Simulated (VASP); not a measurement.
Here is a VASP 6.6.1 calculation.

Contents of INCAR:

```
SYSTEM = H4C
PREC     = Accurate       ! precision mode
ENCUT    = 520            ! plane-wave cutoff, eV
EDIFF    = 1E-6           ! SCF threshold, eV
ISMEAR   = -1             ! smearing method
SIGMA    = 0.02           ! smearing width, eV
LREAL    = Auto         
LASPH    = .True.         ! aspherical terms in the spheres
NELM     = 120            ! most SCF steps
ALGO     = Normal         ! electronic algorithm
ISIF     = 2              ! what is computed and relaxed
LWAVE    = .False.        ! write WAVECAR
LCHARG   = .False.        ! write CHGCAR
NBANDS   = 58             ! bands
GGA_COMPAT= .False.
```

KPOINTS

```
regular mesh
0
Gamma
  1 1 1
  0 0 0
```

Contents of POSCAR:

```
H4C
1.0
    7.3876590000      0.0000000000      0.0000000000
    0.0000000000      7.3876590000      0.0000000000
    0.0000000000      0.0000000000      7.3876590000
C H
8 32
Direct
    0.4211212239      0.5664988056      0.4789338544
    0.7237610724      0.2786945093      0.0807427630
    0.3162571526      0.3890406961      0.8931110654
    0.1062176801      0.8486450173      0.8053160006
    0.9216180660      0.4481798632      0.6503277967
    0.2378696689      0.1468124070      0.2796961798
    0.8696530254      0.8543166381      0.2484684255
    0.5728066225      0.0242702052      0.7036735182
    0.3196817828      0.6367917090      0.5415653321
    0.4039980730      0.4196999347      0.5073596386
    0.5696797862      0.6015031284      0.5127334654
    0.3867530973      0.6043863151      0.3345037988
    0.8311022477      0.3284802398      0.0053196825
    0.6002172001      0.3681139046      0.0374678907
    0.7507791034      0.3059561899      0.2262421695
    0.6838702219      0.1416686937      0.0632676738
    0.4277132986      0.4336962494      0.8180534592
    0.3444934315      0.2529082623      0.8378838276
    0.1773362847      0.4347520642      0.8823092674
    0.3381720786      0.3977173283      1.0446475670
    0.1564230293      0.9336651841      0.6897990284
    0.2168210525      0.7391380680      0.8266624109
   -0.0090827148      0.7613237157      0.8037999588
    0.1289176991      0.9021396358      0.9474043131
    0.8213291924      0.4850657021      0.7535404653
    0.8233596055      0.3389436356      0.5445161992
    1.0340894186      0.3440061324      0.6929258646
    0.9913289176      0.5622620102      0.5609896180
    0.3439655241      0.0929117059      0.3701443177
    0.1526599969      0.0707395942      0.1608899382
    0.3208052781      0.2713985581      0.2243200451
    0.1428734055      0.2093085239      0.3868343138
    0.8926237662      0.9228227778      0.3835179723
    1.0020765712      0.8430816853      0.2125842571
    0.8328484030      0.9575428427      0.1394352392
    0.7939862953      0.7359300152      0.2444075992
    0.7136360788     -0.0198980489      0.6786317560
    0.4823043403     -0.0244191022      0.5933137953
    0.5590539574      0.1622706192      0.6686421233
    0.5313591220      0.0155123565      0.8422018396
```

Potentials or basis: VASP PAW LDA potentials, release 64 (C, H).

Command:

```sh
$ cat potpaw_LDA.64/C/POTCAR potpaw_LDA.64/H/POTCAR > POTCAR
$ mpirun -np 1 vasp_gam > vasp.out
```

**Question.** What does it give for the band gap on the k mesh?

**Answer.** 5.79 eV.

**Question.** What does it give for the pressure?

**Answer.** -1.4 GPa.

Stress tensor (GPa, compression positive):
```
-0.66 -0.29 -2.62
-0.29 -0.26 -0.39
-2.62 -0.39 -3.32
```

Caveat: the k points lie up to 0.85 Å⁻¹ apart.
